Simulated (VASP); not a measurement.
# Mo in VASP: single point with PBEsol

Aim: the single point of Mo with PBEsol.

Everything below comes from runs of VASP 6.6.1. Logs are shortened: lines on timing, memory, paths and dates and some standing lists are left out, and cuts for length are marked.

## (1) The cell of the first run

The cell holds a slab with vacuum, 7 atoms: a = 3.129 Å, b = 2.710 Å, c = 37.277 Å, α = 90.00°, β = 90.00°, γ = 54.74°.

## (2) Single point, PBEsol

Input file INCAR:

```
  PREC = Accurate
  ENCUT = 520
  EDIFF = 1E-6
  ISMEAR = 1
  SIGMA = 0.1
  LREAL = F
  LASPH = T
  NELM = 60
  ALGO = Normal
  ISIF = 2
  LWAVE = F
  LCHARG = T
  LDIPOL = T
  IDIPOL = 3
  DIPOL = 0.5 0.5 0.500
  GGA = PS
  LELF = T
  LVHAR = T
  LVACPOTAV = T
  NBANDS = 58
```

Input file KPOINTS:

```
Automatic mesh
0
Gamma
  15 15 1
```

Input file POSCAR:

```
Mo
1.0
    3.1294554230      0.0000000000      0.0000000000
    1.5647277120      2.2128591510      0.0000000000
    0.0000000000      0.0000000000     37.2771549080
Mo
7
Direct
    0.0000000000      0.0000000000      0.3219129794
    0.5000000000      1.0000000000      0.3812753196
    0.0000000000      0.0000000000      0.4406376598
    0.5000000000      1.0000000000      0.5000000000
    0.0000000000      0.0000000000      0.5593623402
    0.5000000000      1.0000000000      0.6187246804
    0.0000000000      0.0000000000      0.6780870206
```

Potentials or basis: VASP PAW PBE potentials, release 64 (Mo_sv).

Run with:

```
$ cat potpaw_PBE.64/Mo_sv/POTCAR > POTCAR
$ mpirun -np 1 vasp_std > vasp.out
```

OUTCAR:

```text
PREC = Accurate
   ENCUT = 520
   EDIFF = 1E-6
   ISMEAR = 1
   LREAL = F
   LASPH = T
   NELM = 60
   ISIF = 2
   GGA = PS

 ion  position               nearest neighbor table
   1  0.000  0.000  0.322-   2 2.71   2 2.71   2 3.13   2 3.13
   2  0.500  0.000  0.381-   3 2.71   3 2.71   1 2.71   1 2.71   3 3.13   3 3.13   1 3.13   1 3.13

   3  0.000  0.000  0.441-   2 2.71   2 2.71   4 2.71   4 2.71   2 3.13   2 3.13   4 3.13   4 3.13

   4  0.500  0.000  0.500-   3 2.71   5 2.71   3 2.71   5 2.71   3 3.13   5 3.13   3 3.13   5 3.13

   5  0.000  0.000  0.559-   6 2.71   6 2.71   4 2.71   4 2.71   6 3.13   6 3.13   4 3.13   4 3.13

   6  0.500  0.000  0.619-   5 2.71   5 2.71   7 2.71   7 2.71   5 3.13   5 3.13   7 3.13   7 3.13

   7  0.000  0.000  0.678-   6 2.71   6 2.71   6 3.13   6 3.13

  LATTYP: Found a base centered orthorhombic cell.
 ALAT       =     3.1294554230
 B/A-ratio  =     1.4142135624
 C/A-ratio  =    11.9117066292

  Lattice vectors:

 A1 = (   1.5647277110,  -2.2128591510,   0.0000000000)
 A2 = (   1.5647277120,   2.2128591510,   0.0000000000)
 A3 = (   0.0000000000,   0.0000000000,  37.2771549080)

Analysis of symmetry for initial positions (statically):
=====================================================================
 Subroutine PRICEL returns:
 Original cell was already a primitive cell.

 Routine SETGRP: Setting up the symmetry group for a
 base centered orthorhombic supercell.

 Subroutine GETGRP returns: Found  8 space group operations
 (whereof  8 operations were pure point group operations)
 out of a pool of  8 trial point group operations.

The static configuration has the point symmetry D_2h.

Analysis of symmetry for dynamics (positions and initial velocities):
=====================================================================
 Subroutine PRICEL returns:
 Original cell was already a primitive cell.

 Routine SETGRP: Setting up the symmetry group for a
 base centered orthorhombic supercell.

 Subroutine GETGRP returns: Found  8 space group operations
 (whereof  8 operations were pure point group operations)
 out of a pool of  8 trial point group operations.

The dynamic configuration has the point symmetry D_2h.

 Subroutine INISYM returns: Found  8 space group operations
 (whereof  8 operations are pure point group operations),
[... 99 lines left out ...]
   ICHARG =      2    charge: 1-file 2-atom 10-const
   ISPIN  =      1    spin polarized calculation?
   LNONCOLLINEAR =      F non collinear calculations
   LSORBIT =      F    spin-orbit coupling
   LASPH  =      T    aspherical Exc in radial PAW
   ENCUT  =  520.0 eV  38.22 Ry    6.18 a.u.   5.82  5.04 69.31*2*pi/ulx,y,z
   NELM   =     60;   NELMIN=  2; NELMDL= -5     # of ELM steps
   EDIFF  = 0.1E-05   stopping-criterion for ELM
   LREAL  =      F    real-space projection
[... 7 lines left out ...]
   TEBEG  =    0.0;   TEEND  =   0.0 temperature during run
   PSTRESS=    0.0 pullay stress
   NELECT =      98.0000    total number of electrons
   NUPDOWN=      -1.0000    fix difference up-down
   EMIN   =  10.00;   EMAX   =-10.00  energy-range for DOS
   EFERMI =   0.00;   METHOD = LEGACY
   ISMEAR =     1;   SIGMA  =   0.10  broadening in eV -4-tet -1-fermi 0-gaus
   EFERMI_NEDOS =   21; number of points for ismear=-14 and -15
   IALGO  =     38    algorithm
   IMIX   =      4    mixing-type and parameters
     AMIX     =   0.40;   BMIX     =  1.00
     AMIX_MAG =   1.60;   BMIX_MAG =  1.00
  volume/ion in A,a.u.               =      36.88       248.86
  Fermi-wavevector in a.u.,A,eV,Ry     =   1.185391  2.240065 19.118263  1.405153
  Thomas-Fermi vector in A             =   2.321586
   LORBIT       =      0    0 simple, 1 ext, 2 COOP (PROOUT), +10 PAW based schemes
   GGA     = PS    functional components
   LHFCALC =     F    Hartree Fock is set to
   AEXX    =    0.0000 exact exchange contribution
   IVDW    =     0    specifies the selected vdW correction
   LEPSILON=     F    determine dielectric tensor
   LRPA    =     F    only Hartree local field effects (RPA)
 non-spin polarized calculation
 Methfessel and Paxton  Order N= 1 SIGMA  =   0.10
  energy-cutoff  :      520.00
  volume of cell :      258.15
 maximum number of plane-waves:      7028
   NGX = 11   NGY = 11   NGZ =139

 dipolmoment           0.000000      0.000000      0.000000 electrons x Angstroem

 number of electron      98.0000006 magnetization

 dipolmoment           0.000000      0.000000     -0.000000 electrons x Angstroem

 Free energy of the ion-electron system (eV)
  ---------------------------------------------------
  ext. energy  EPLUGINS =         0.00000000
  ---------------------------------------------------
  free energy    TOTEN  =       -79.70366498 eV

  energy without entropy =      -79.70359433  energy(sigma->0) =      -79.70364143

 E-fermi :   2.5672     XC(G=0):  -6.2665

 val. band max:        2.5670437593   @ k =  -0.1333   0.1333   0.0000
 cond. band min:       2.5691903430   @ k =   0.1333   0.0000   0.0000
 fundamental gap:      0.0021465837
 Fermi energy:         2.5671878165

 k-point     1 :       0.0000    0.0000    0.0000
  band No.  band energies     occupation
      1     -58.6275      2.00000
      2     -58.6058      2.00000
      3     -58.5370      2.00000
      4     -58.4442      2.00000
      5     -58.3749      2.00000
      6     -58.3398      2.00000
[... 1453 lines left out ...]
     57       4.3997     -0.00000
     58       4.4008     -0.00000

 [... further k-points ...]
[... 5 lines left out ...]
  --------------------------------------------------------------------------------------
  -------------------------------------------------------------------------------------
  Total       -3.7777427     -4.6856309     -2.7220018     -0.0000000      0.0000000      0.0000000
  in kB      -23.4464801    -29.0812696    -16.8940469     -0.0000000      0.0000000      0.0000000
  external PRESSURE =     -23.1405988 kB  Pullay stress =       0.0000000 kB

 VOLUME and BASIS-vectors are now :
 -----------------------------------------------------------------------------
  energy-cutoff  :      520.00
  volume of cell :      258.15
      direct lattice vectors                 reciprocal lattice vectors
     3.129455423  0.000000000  0.000000000     0.319544414 -0.225952022  0.000000000
     1.564727712  2.212859151  0.000000000     0.000000000  0.451904044  0.000000000
     0.000000000  0.000000000 37.277154908     0.000000000  0.000000000  0.026826082

 POSITION                                       TOTAL-FORCE (eV/Angst)
 -----------------------------------------------------------------------------------
      0.00000      0.00000     12.00000        -0.000000      0.000000      0.656901
      1.56473      0.00000     14.21286        -0.000000     -0.000000     -0.663342
      0.00000      0.00000     16.42572        -0.000000      0.000000     -0.037623
      1.56473      0.00000     18.63858        -0.000000      0.000000      0.000000
      0.00000      0.00000     20.85144         0.000000      0.000000      0.037623
      1.56473      0.00000     23.06430         0.000000      0.000000      0.663342
      0.00000      0.00000     25.27715         0.000000     -0.000000     -0.656901
 -----------------------------------------------------------------------------------
    total drift:                                0.000000     -0.000000     -0.000000

  FREE ENERGIE OF THE ION-ELECTRON SYSTEM (eV)
  ---------------------------------------------------
  free  energy   TOTEN  =       -79.7036649822 eV

  energy  without entropy=      -79.7035943301  energy(sigma->0) =      -79.70364143

 vacuum level on the upper side and lower side of the slab         7.361         7.361
```

OSZICAR:

```text
N       E                     dE             d eps       ncg     rms          rms(c)
DAV:   1     0.115076503037E+04    0.11508E+04   -0.63491E+04  9480   0.158E+03
DAV:   2    -0.412367824855E+02   -0.11920E+04   -0.11654E+04  8356   0.490E+02
DAV:   3    -0.842534313577E+02   -0.43017E+02   -0.41530E+02 10084   0.805E+01
[... 24 lines left out ...]
DAV:  28    -0.797036496326E+02   -0.15911E-04   -0.30438E-06  6936   0.985E-03    0.347E-03
DAV:  29    -0.797036575269E+02   -0.78943E-05   -0.39102E-07  4774   0.296E-03    0.202E-03
DAV:  30    -0.797036622828E+02   -0.47558E-05   -0.17534E-07  4578   0.171E-03    0.144E-03
DAV:  31    -0.797036642836E+02   -0.20008E-05   -0.72912E-08  4450   0.150E-03    0.104E-03
DAV:  32    -0.797036649822E+02   -0.69867E-06   -0.13558E-08  4330   0.699E-04
   1 F= -.79703665E+02 E0= -.79703641E+02  d E =-.706522E-04
```

Run time: 40 min. Hardware: 1 thread of Oxide Virtual Turin-like, shared host; peak memory 0.75 GiB.

What came out:

```
Free energy            : -79.7037 eV
Largest force          : 0.663 eV/Å
Band gap on the k mesh : zero (bands 49 and 50 overlap by 2.22 eV)
```

Forces on the atoms (eV/Å):
```
Mo   0.000  0.000  0.657
Mo   0.000  0.000 -0.663
Mo   0.000  0.000 -0.038
Mo   0.000  0.000  0.000
Mo   0.000  0.000  0.038
Mo   0.000  0.000  0.663
Mo   0.000  0.000 -0.657
```

Caveat: the PAW data sets were made with another functional, which shifts forces and pressure a little.
